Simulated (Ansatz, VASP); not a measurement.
Two plane-wave programs on Be

File INCAR:

```
SYSTEM = Be
ALGO = Fast ; EDIFF = 1E-6
ENCUT = 520 ; GGA = PS
ISIF = 2 ; ISMEAR = 0
LASPH = .True. ; LCHARG = .False.
LREAL = .False. ; LWAVE = .False.
NBANDS = 9 ; NELM = 60
PREC = Accurate ; SIGMA = 0.15
```

The input KPOINTS:

```
k-points
0
Gamma
  24 24 14
  0 0 0
```

File POSCAR:

```
Be
1.0
    2.2995019849      0.0000000000      0.0000000000
   -1.1497509925      1.9914271350      0.0000000000
    0.0000000000      0.0000000000      3.5468865000
Be
2
Direct
    0.3333333333      0.6666666667      0.2500000000
    0.6666666667      0.3333333333      0.7500000000
```

Input for Ansatz:

```yaml
crystal:
  lattice:
    - [2.2995019849, 0.0, 0.0]
    - [-1.1497509925, 1.991427135, 0.0]
    - [0.0, 0.0, 3.5468865]
  atoms:
    - { symbol: Be, position: [0.3333333333, 0.6666666667, 0.25] }
    - { symbol: Be, position: [0.6666666667, 0.3333333333, 0.75] }
basis:
  ecutwfc: 420
kpoints:
  mp_grid: { grid: [24, 24, 14] }
hamiltonian:
  xc: pbesol
scf:
  occupations: { method: gaussian, width: 0.15 }
output:
  forces: true
  stress: true
  eigenvalues: true
```

Change from the starting cell: strain +0.000 along x and y, -0.015 along z, atoms carried along.

Alike in both runs: task single point; functional PBEsol; k mesh 24 × 24 × 14; occupations gaussian, width 0.15 eV; no spin polarisation.

```csv
,VASP,Ansatz
version,VASP 6.6.1,Ansatz 0.2.0
potentials or method,"VASP PAW PBE potentials, release 64 (Be), cutoff 520 eV","scalar-relativistic, plane waves, PAW"
valence electrons in the cell,4,4
```

Ansatz gave:

| Property | Result |
| --- | --- |
| gap on the k mesh at the Fermi level (eV) | none |
| pressure (GPa) | -3.9 |
| traceless stress, the component that is largest in VASP (GPa) | 4.11 |

**Question.** Estimate VASP's values.

**Answer.** gap on the k mesh at the Fermi level (eV): none; pressure (GPa): -3.5; traceless stress, the component that is largest in VASP (GPa): 4.17.

VASP's potentials were made for PBE, not for PBEsol. A gap of «none» marks a metal or a gap that the smearing closes. The functional is the same, so the differences come from potentials, cutoffs and numerics.
